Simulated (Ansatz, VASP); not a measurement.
## One calculation of NaCl, two programs

Contents of INCAR:

```
SYSTEM = NaCl
PREC = Accurate
ENCUT = 600
EDIFF = 1E-6
ISMEAR = 0
SIGMA = 0.02
LREAL = .FALSE.
LASPH = .TRUE.
NELM = 100
ALGO = Normal
ISIF = 3
LWAVE = .FALSE.
LCHARG = .FALSE.
GGA = CA
IBRION = 2
NSW = 70
EDIFFG = -0.005
```

KPOINTS

```
regular mesh
0
G
  8 8 8
  0 0 0
```

Contents of POSCAR:

```
NaCl
1.0
    0.0000000000      2.8470933557      2.8470933557
    2.8470933557      0.0000000000      2.8470933557
    2.8470933557      2.8470933557      0.0000000000
Na Cl
1 1
Direct
    0.0000000000      0.0000000000      0.0000000000
    0.5000000000      0.5000000000      0.5000000000
```

Input for Ansatz:

```yaml
crystal:
  lattice:
    - [0.0, 2.8470933557, 2.8470933557]
    - [2.8470933557, 0.0, 2.8470933557]
    - [2.8470933557, 2.8470933557, 0.0]
  atoms:
    - { symbol: Na, position: [0.0, 0.0, 0.0] }
    - { symbol: Cl, position: [0.5, 0.5, 0.5] }
basis:
  ecutwfc: 420
kpoints:
  mp_grid: { grid: [8, 8, 8] }
hamiltonian:
  xc: lda
scf:
  occupations: { method: gaussian, width: 0.02 }
output:
  forces: true
  stress: true
  eigenvalues: true
relax:
  adjacent_minimum: "off"
  f_tol: 0.005
  max_steps: 50
  cell: { stress_tol: 0.05 }
```

Alike in both runs: task relaxation of cell and atoms; functional LDA; k mesh 8 × 8 × 8; occupations gaussian, width 0.02 eV; no spin polarisation.

|  | VASP | Ansatz |
| --- | --- | --- |
| version | VASP 6.6.1 | Ansatz 0.2.0 |
| potentials or method | VASP PAW LDA potentials, release 64 (Na_pv, Cl), cutoff 600 eV | scalar-relativistic, plane waves, PAW |
| valence electrons in the cell | 14 | 16 |

|  | VASP | Ansatz | Ansatz less VASP |
| --- | --- | --- | --- |
| gap on the k mesh at the Fermi level, each at its own relaxed structure (eV) | 5.07 | 5.08 | +0.003 |
| relaxed volume (Å³/atom) | 20.44 | 20.39 | -0.051 |
| relaxed length of the cell vector where the two differ most in proportion (Å) | 3.867 | 3.863 | -0.0032 |

LDA's correlation is that of Perdew and Zunger in VASP and of Perdew and Wang (1992) in Ansatz. VASP's potentials hold 14 valence electrons a cell and Ansatz's 16, so a difference there can come from the potentials and not from the codes.
